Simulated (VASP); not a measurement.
# Si (Im-3m) in VASP: a series of runs

Runs on Si. Level: PBE+D3(BJ). Tasks: single point.

Program: VASP 6.6.1. These are calculated values, not measurements. Logs are shortened: lines on timing, memory, paths and dates and some standing lists are left out, and cuts for length are marked.

## (1) The cell of the first run

The structure is cubic, space group Im-3m (No. 229). The conventional cell has a = 3.034 Å, b = 3.034 Å, c = 3.034 Å, α = 90.00°, β = 90.00°, γ = 90.00°. Si (site symmetry m-3m) has 14 Si at 2.63 to 3.03 Å within 3.5 Å.

## (2) Single point, PBE+D3(BJ)

INCAR reads:

```
SYSTEM = Si
  PREC = Accurate
  ENCUT = 500
  EDIFF = 1E-6
  ISMEAR = 0
  SIGMA = 0.1
  LREAL = .FALSE.
  LASPH = .TRUE.
  NELM = 120
  ALGO = Normal
  ISIF = 2
  LWAVE = .FALSE.
  LCHARG = .TRUE.
  GGA = PE
  IVDW = 12
  LELF = .TRUE.
  LVHAR = .TRUE.
  NBANDS = 8
  GGA_COMPAT = .FALSE.
```

KPOINTS reads:

```
regular mesh
0
G
  8 8 8
  0 0 0
```

POSCAR reads:

```
Si
1.0
    1.5169228017      1.5169228017      1.5169228017
   -1.5169228017      1.5169228017      1.5169228017
   -1.5169228017     -1.5169228017      1.5169228017
Si
1
Direct
    0.0000000000      0.0000000000      0.0000000000
```

Potentials or basis: VASP PAW PBE potentials, release 64 (Si).

Command:

```sh
$ cat potpaw_PBE.64/Si/POTCAR > POTCAR
$ mpirun -np 1 vasp_std > vasp.out
```

OUTCAR:

```text
SYSTEM = Si
   PREC = Accurate
   ENCUT = 500
   EDIFF = 1E-6
   ISMEAR = 0
   LREAL = .FALSE.
   LASPH = .TRUE.
   NELM = 120
   ISIF = 2
   GGA = PE
   IVDW = 12
 IVDW          = 12

 ion  position               nearest neighbor table
   1  0.000  0.000  0.000-

  LATTYP: Found a body centered cubic cell.
 ALAT       =     3.0338456034

  Lattice vectors:

 A1 = (   1.5169228017,  -1.5169228017,  -1.5169228017)
 A2 = (   1.5169228017,   1.5169228017,   1.5169228017)
 A3 = (  -1.5169228017,  -1.5169228017,   1.5169228017)

Analysis of symmetry for initial positions (statically):
=====================================================================
 Subroutine PRICEL returns:
 Original cell was already a primitive cell.

 Routine SETGRP: Setting up the symmetry group for a
 body centered cubic supercell.

 Subroutine GETGRP returns: Found 48 space group operations
 (whereof 48 operations were pure point group operations)
 out of a pool of 48 trial point group operations.

The static configuration has the point symmetry O_h .

Analysis of symmetry for dynamics (positions and initial velocities):
=====================================================================
 Subroutine PRICEL returns:
 Original cell was already a primitive cell.

 Routine SETGRP: Setting up the symmetry group for a
 body centered cubic supercell.

 Subroutine GETGRP returns: Found 48 space group operations
 (whereof 48 operations were pure point group operations)
 out of a pool of 48 trial point group operations.

The dynamic configuration has the point symmetry O_h .

 Subroutine INISYM returns: Found 48 space group operations
 (whereof 48 operations are pure point group operations),
 and found     1 'primitive' translations

----------------------------------------------------------------------------------------

                                     Primitive cell

  volume of cell :      13.9621

  direct lattice vectors                    reciprocal lattice vectors
     1.516922802  1.516922802  1.516922802     0.329614664  0.000000000  0.329614664
    -1.516922802  1.516922802  1.516922802    -0.329614664  0.329614664  0.000000000
    -1.516922802 -1.516922802  1.516922802     0.000000000 -0.329614664  0.329614664

  length of vectors
     2.627387364  2.627387364  2.627387364     0.466145529  0.466145529  0.466145529

  position of ions in fractional coordinates (direct lattice)
     0.000000000  0.000000000  0.000000000

  ion indices of the primitive-cell ions
   primitive index   ion index
                 1           1

----------------------------------------------------------------------------------------

 KPOINTS: regular mesh

Automatic generation of k-mesh.
 Grid dimensions read from file:
 generate k-points for:    8    8    8

 Generating k-lattice:

  Cartesian coordinates                     Fractional coordinates (reciprocal lattice)
     0.041201833  0.000000000  0.041201833     0.125000000  0.000000000  0.000000000
    -0.041201833  0.041201833  0.000000000     0.000000000  0.125000000  0.000000000
     0.000000000 -0.041201833  0.041201833     0.000000000  0.000000000  0.125000000

  Length of vectors
     0.058268191  0.058268191  0.058268191

  Shift w.r.t. Gamma in fractional coordinates (k-lattice)
     0.000000000  0.000000000  0.000000000

 Subroutine IBZKPT returns following result:
 ===========================================

 Found     29 irreducible k-points:

 Following reciprocal coordinates:
            Coordinates               Weight
  0.000000  0.000000  0.000000      1.000000
  0.125000  0.000000  0.000000     12.000000
  0.250000  0.000000  0.000000     12.000000
  0.375000  0.000000  0.000000     12.000000
  0.500000  0.000000  0.000000      6.000000
  0.250000  0.125000  0.000000     24.000000
[... 16 lines left out ...]
  0.375000  0.250000  0.250000     24.000000
  0.500000  0.250000  0.250000     12.000000
 [... further k-points ...]
   k-points           NKPTS =     29   k-points in BZ     NKDIM =     29   number of bands    NBANDS=      8
   number of dos      NEDOS =    301   number of ions     NIONS =      1
   total plane-waves  NPLWV =   8000
   dimension x,y,z NGX =    20 NGY =   20 NGZ =   20
   dimension x,y,z NGXF=    40 NGYF=   40 NGZF=   40
   ions per type =               1
   NGX,Y,Z   is equivalent  to a cutoff of  12.65, 12.65, 12.65 a.u.
   NGXF,Y,Z  is equivalent  to a cutoff of  25.31, 25.31, 25.31 a.u.
 SYSTEM =  Si
   PREC   = accura    normal or accurate (medium, high low for compatibility)
   ISTART =      0    job   : 0-new  1-cont  2-samecut
   ICHARG =      2    charge: 1-file 2-atom 10-const
   ISPIN  =      1    spin polarized calculation?
   LNONCOLLINEAR =      F non collinear calculations
   LSORBIT =      F    spin-orbit coupling
   LASPH  =      T    aspherical Exc in radial PAW
   ENCUT  =  500.0 eV  36.75 Ry    6.06 a.u.   4.79  4.79  4.79*2*pi/ulx,y,z
[... 63 lines left out ...]
      6      23.2701      0.00000
      7      23.2701      0.00000
      8      27.0686      0.00000

 k-point     2 :       0.1250    0.0000    0.0000
  band No.  band energies     occupation
      1      -3.6347      2.00000
      2      18.3197      0.00000
      3      19.9775      0.00000
      4      21.8090      0.00000
      5      21.9269      0.00000
      6      24.0900      0.00000
      7      26.0114      0.00000
      8      26.6423      0.00000

 k-point     3 :       0.2500    0.0000    0.0000
  band No.  band energies     occupation
      1      -2.1613      2.00000
      2      12.8652      0.00000
      3      17.9211      0.00000
      4      19.9537      0.00000
      5      20.4019      0.00000
      6      22.3330      0.00000
      7      27.6828      0.00000
      8      27.8504      0.00000

 k-point     4 :       0.3750    0.0000    0.0000
  band No.  band energies     occupation
      1       0.2709      2.00000
      2       7.8632      2.00000
      3      16.6889      0.00000
      4      18.6198      0.00000
      5      19.3291      0.00000
      6      21.1214      0.00000
      7      29.5008      0.00000
      8      30.2386      0.00000

 k-point     5 :       0.5000    0.0000    0.0000
  band No.  band energies     occupation
      1       3.5195      2.00000
      2       3.7420      2.00000
      3      16.2789      0.00000
      4      18.1614      0.00000
      5      18.9481      0.00000
      6      20.6998      0.00000
      7      31.2344      0.00000
      8      31.9929      0.00000

 k-point     6 :       0.2500    0.1250    0.0000
  band No.  band energies     occupation
      1      -2.6513      2.00000
      2      15.6982      0.00000
      3      16.0429      0.00000
      4      19.1966      0.00000
      5      22.9250      0.00000
      6      23.9757      0.00000
      7      26.3380      0.00000
      8      27.6008      0.00000

 k-point     7 :       0.3750    0.1250   -0.0000
  band No.  band energies     occupation
      1      -0.6983      2.00000
      2      10.6155      0.66573
      3      14.1324      0.00000
      4      17.6042      0.00000
      5      21.9650      0.00000
      6      24.1467      0.00000
      7      26.8512      0.00000
      8      30.5467      0.00000
[... 133 lines left out ...]
 k-point    20 :       0.1250   -0.3750    0.1250
  band No.  band energies     occupation
      1       4.4849      2.00000
      2       4.6780      2.00000
      3      11.8635      0.00000
      4      12.1383      0.00000
      5      26.1414      0.00000
      6      26.2974      0.00000
      7      31.6917      0.00000
      8      32.3977      0.00000

 k-point    21 :       0.2500   -0.3750    0.1250
  band No.  band energies     occupation
      1       4.1050      2.00000
      2       7.7988      2.00000
      3       7.9444      2.00000
      4      11.5637      0.00000
      5      28.2676      0.00000
      6      29.2548      0.00000
      7      31.1839      0.00000
      8      31.9917      0.00000

 k-point    22 :       0.2500    0.2500    0.2500
  band No.  band energies     occupation
      1      -0.2129      2.00000
      2      13.5329      0.00000
      3      13.5329      0.00000
      4      15.8546      0.00000
      5      16.7144      0.00000
      6      27.0980      0.00000
      7      27.9390      0.00000
      8      28.7213      0.00000

 k-point    23 :       0.3750    0.2500    0.2500
  band No.  band energies     occupation
      1       2.1949      2.00000
      2       9.6267      2.00000
      3      12.2191      0.00000
      4      14.8602      0.00000
      5      17.4284      0.00000
      6      24.0765      0.00000
      7      26.5908      0.00000
      8      29.5888      0.00000

 k-point    24 :       0.5000    0.2500    0.2500
  band No.  band energies     occupation
      1       5.4330      2.00000
      2       5.5871      2.00000
      3      11.7798      0.00000
      4      14.4097      0.00000
      5      19.9259      0.00000
      6      20.8273      0.00000
      7      26.1958      0.00000
      8      29.5392      0.00000

 [... further k-points ...]

------------------------ aborting loop because EDIFF is reached ----------------------------------------

 Edisp (eV)   -0.44397

 E8    (eV) :    -0.1813

  FORCE on cell =-STRESS in cart. coord.  units (eV):
  Direction    XX          YY          ZZ          XY          YZ          ZX
  --------------------------------------------------------------------------------------
  -------------------------------------------------------------------------------------
  Total      -0.05555    -0.05555    -0.05555    -0.00000     0.00000    -0.00000
  in kB      -6.37453    -6.37453    -6.37453    -0.00000     0.00000    -0.00000
  external pressure =       -6.37 kB  Pullay stress =        0.00 kB

 VOLUME and BASIS-vectors are now :
 -----------------------------------------------------------------------------
  energy-cutoff  :      500.00
  volume of cell :       13.96
      direct lattice vectors                 reciprocal lattice vectors
     1.516922802  1.516922802  1.516922802     0.329614664  0.000000000  0.329614664
    -1.516922802  1.516922802  1.516922802    -0.329614664  0.329614664  0.000000000
    -1.516922802 -1.516922802  1.516922802     0.000000000 -0.329614664  0.329614664

 POSITION                                       TOTAL-FORCE (eV/Angst)
 -----------------------------------------------------------------------------------
      0.00000      0.00000      0.00000         0.000000     -0.000000     -0.000000
 -----------------------------------------------------------------------------------
    total drift:                               -0.000000     -0.000000      0.000000

  FREE ENERGIE OF THE ION-ELECTRON SYSTEM (eV)
  ---------------------------------------------------
  free  energy   TOTEN  =        -5.3378624683 eV

  energy  without entropy=       -5.3283090970  energy(sigma->0) =       -5.33308578
```

Run time: 5.1 s. Hardware: 1 thread of Intel Xeon 8259CL, shared host; peak memory 0.13 GiB.

Results:

```
Free energy                : -5.3379 eV
Pressure                   : -0.6 GPa
Band gap on the k mesh     : zero (band 2 reaches 22.53 eV, above the bottom of band 3 at 6.52 eV)
Dispersion energy per atom : -0.444 eV
```

Caveat: the k points lie up to 0.37 Å⁻¹ apart; three body term missing; pairwise dispersion overbinds metals, which lowers pressure and volume.

(Continued in part 2 of 2.)
